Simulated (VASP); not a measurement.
Input of a VASP 6.6.1 run:

Contents of INCAR:

```
SYSTEM = Tm2CdC2
ALGO = Normal
EDIFF = 1E-6
ENCUT = 600
GGA = PE
GGA_COMPAT = .False.
ISIF = 2
ISMEAR = 0
LASPH = .True.
LCHARG = .False.
LMAXMIX = 6
LREAL = .False.
LWAVE = .False.
NBANDS = 27
NELM = 200
PREC = Accurate
SIGMA = 0.1
```

The input KPOINTS:

```
k-points
0
Gamma
  6 6 4
  0 0 0
```

Contents of POSCAR:

```
Tm2CdC2
1.0
    5.1520271752      0.0000000030      0.0000000000
   -2.5760135902      4.4617864132      0.0000000000
    0.0000000000      0.0000000000      4.5326280909
Tm Cd C
2 1 2
Direct
    0.3333333333      0.6666666667      0.0000000000
    0.6666666667      0.3333333333      0.0000000000
    0.0000000000      0.0000000000      0.5000000000
    0.3333333333      0.6666666667      0.5000000000
    0.6666666667      0.3333333333      0.5000000000
```

Potentials or basis: VASP PAW PBE potentials, release 64 (Tm_3, Cd, C), 4f in core.

Run with:

```sh
$ cat potpaw_PBE.64/Tm_3/POTCAR potpaw_PBE.64/Cd/POTCAR potpaw_PBE.64/C/POTCAR > POTCAR
$ mpirun -np 1 vasp_std > vasp.out
```

Predict the pressure.

0.8 GPa.

Estimate the band gap on the k mesh.

zero (bands 19 and 20 overlap by 1.27 eV).

Stress tensor (GPa, compression positive):
```
0.49 0.00 0.00
0.00 0.49 0.00
0.00 0.00 1.50
```

Caveat: spin-orbit coupling is left out, which moves the levels of the heavy elements; the 4f electrons are frozen in the core, so they carry no moment and show no levels. Spin polarisation is off, so any magnetic state and its effect on volume and gap are missing.
